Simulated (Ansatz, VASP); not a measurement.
**W3O: VASP beside Ansatz**

The input INCAR:

```
SYSTEM = W3O
  ALGO = Normal
  EDIFF = 1E-6
  ENCUT = 520
  GGA = PS
  ISIF = 2
  ISMEAR = 0
  LASPH = .TRUE.
  LCHARG = .TRUE.
  LELF = .TRUE.
  LREAL = .FALSE.
  LVHAR = .TRUE.
  LWAVE = .FALSE.
  NBANDS = 58
  NELM = 80
  PREC = Accurate
  SIGMA = 0.15
```

File KPOINTS:

```
k-points
0
G
  8 8 8
  0 0 0
```

POSCAR

```
W3O
1.0
    4.9038199110      0.0000000000      0.0000000000
    0.0000000000      4.9038199110      0.0000000000
    0.0000000000      0.0000000000      4.8313496660
W O
6 2
Direct
    0.5000000000      0.7500000000      0.0000000000
    0.0000000000      0.5000000000      0.7500000000
    0.2500000000      0.0000000000      0.5000000000
    0.5000000000      0.2500000000      0.0000000000
    0.0000000000      0.5000000000      0.2500000000
    0.7500000000      0.0000000000      0.5000000000
    0.5000000000      0.5000000000      0.5000000000
    0.0000000000      0.0000000000      0.0000000000
```

Input for Ansatz:

```yaml
crystal:
  lattice:
    - [4.903819911, 0.0, 0.0]
    - [0.0, 4.903819911, 0.0]
    - [0.0, 0.0, 4.831349666]
  atoms:
    - { symbol: W, position: [0.5, 0.75, 0.0] }
    - { symbol: W, position: [0.0, 0.5, 0.75] }
    - { symbol: W, position: [0.25, 0.0, 0.5] }
    - { symbol: W, position: [0.5, 0.25, 0.0] }
    - { symbol: W, position: [0.0, 0.5, 0.25] }
    - { symbol: W, position: [0.75, 0.0, 0.5] }
    - { symbol: O, position: [0.5, 0.5, 0.5] }
    - { symbol: O, position: [0.0, 0.0, 0.0] }
basis:
  ecutwfc: 420
kpoints:
  mp_grid: { grid: [8, 8, 8] }
hamiltonian:
  xc: pbesol
scf:
  occupations: { method: gaussian, width: 0.15 }
output:
  forces: true
  stress: true
  eigenvalues: true
  write_density: true
  write_potential: true
  elf: true
  volumetric_format: npy
```

Change from the starting cell: strain +0.015 along x and y, +0.000 along z, atoms carried along.

Alike in both runs: task single point; functional PBEsol; k mesh 8 × 8 × 8; occupations gaussian, width 0.15 eV; no spin polarisation.

```csv
,VASP,Ansatz
version,VASP 6.6.1,Ansatz 0.2.0
potentials or method,"VASP PAW PBE potentials, release 64 (W_sv, O), cutoff 520 eV","scalar-relativistic, plane waves, PAW"
valence electrons in the cell,96,96
```

```csv
,VASP,Ansatz,Ansatz less VASP
gap on the k mesh at the Fermi level (eV),none,none,-
pressure (GPa),-6.5,-7.4,-0.84
"traceless stress, the component that is largest in VASP (GPa)",1.08,0.95,-0.129
rms of the force components (eV/Å),0.053,0.053,0.0000
```

VASP's potentials were made for PBE, not for PBEsol. Atom by atom the forces differ by 0.000 eV/Å (rms over components). A gap of «none» marks a metal or a gap that the smearing closes. With one functional, cell and mesh, what is left measures potentials, basis and numerics.

Spin-orbit coupling is off throughout.
